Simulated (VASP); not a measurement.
Here is a VASP 6.6.1 calculation.

Contents of POSCAR:

```
TePt
1.0
    4.2796166628      0.0000000000      0.0000000000
   -2.1398083314      3.7062567485      0.0000000000
    0.0000000000      0.0000000000      5.6850030293
Te Pt
2 2
Direct
    0.3333333333      0.6666666667      0.2500000000
    0.6666666667      0.3333333333      0.7500000000
    0.0000000000      0.0000000000      0.0000000000
    0.0000000000      0.0000000000      0.5000000000
```

The input INCAR.step1:

```
PREC = Accurate ; ENCUT = 600
ISMEAR = 0 ; SIGMA = 0.1
LREAL = F ; LASPH = T
NELM = 60 ; GGA = PE
ALGO = Normal ; EDIFF = 1E-4
LWAVE = T ; LCHARG = F
```

Contents of INCAR.step2:

```
PREC = Accurate ; ENCUT = 600
EDIFF = 1E-7 ; ISMEAR = 0
SIGMA = 0.1 ; LREAL = F
LASPH = T ; NELM = 60
ALGO = Normal ; ISIF = 4
LWAVE = F ; LCHARG = F
METAGGA = R2SCAN ; LMIXTAU = T
IBRION = 2 ; NSW = 50
EDIFFG = -0.01 ; ISTART = 1
```

KPOINTS

```
regular mesh
0
Gamma
  12 12 8
```

Potentials or basis: VASP PAW PBE potentials, release 64 (Te, Pt).

Command:

```bash
$ cat potpaw_PBE.64/Te/POTCAR potpaw_PBE.64/Pt/POTCAR > POTCAR
$ cp INCAR.step1 INCAR
$ mpirun -np 1 vasp_std > vasp.out
$ cp INCAR.step2 INCAR
$ mpirun -np 1 vasp_std > vasp.out
```

(1) Predict the band gap on the k mesh.

Answers

(1) zero (bands 16 and 17 overlap by 1.27 eV).

Caveat: spin-orbit coupling is left out, which moves the levels of the heavy elements.
